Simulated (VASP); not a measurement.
Input of a VASP 6.6.1 run:

The input INCAR:

```
PREC = Accurate
ENCUT = 600
EDIFF = 1E-6
ISMEAR = -1
SIGMA = 0.02
LREAL = False
LASPH = True
NELM = 100
ALGO = Normal
ISIF = 3
LWAVE = False
LCHARG = False
GGA = PE
IBRION = 2
NSW = 80
EDIFFG = -0.005
```

Contents of KPOINTS:

```
Automatic mesh
0
Gamma
  12 12 4
```

Contents of POSCAR:

```
Al2BN3
1.0
    2.7448437727      0.0000000000      0.0000000000
   -1.3724218863      2.3771044365      0.0000000000
    0.0000000000      0.0000000000      6.7234666667
B Al N
1 2 3
Direct
    0.0000000000      0.0000000000      0.0000000000
    0.6666666667      0.3333333333      0.6666666667
    0.3333333333      0.6666666667      0.3333333333
    0.6666666667      0.3333333333      0.9166666667
    0.3333333333      0.6666666667      0.5833333333
    0.0000000000      0.0000000000      0.2500000000
```

Potentials or basis: VASP PAW PBE potentials, release 64 (B, Al, N).

Run with:

```bash
$ cat potpaw_PBE.64/B/POTCAR potpaw_PBE.64/Al/POTCAR potpaw_PBE.64/N/POTCAR > POTCAR
$ mpirun -np 1 vasp_std > vasp.out
```

(1) What does it give for the relaxed volume?

(2) Estimate the relaxed cell.

(3) Estimate the space group after relaxing (to 0.1 Å).

(4) What does it give for the band gap on the k mesh?

## Answers

(1) 9.13 Å³/atom.

(2) a = 2.959 Å, b = 2.959 Å, c = 7.230 Å, α = 90.00°, β = 90.00°, γ = 120.00°.

(3) P3m1 (No. 156).

(4) 3.10 eV (least direct gap 4.07 eV).

Caveat: the volume moved by over 15 % at a fixed basis, so the end points are rough.
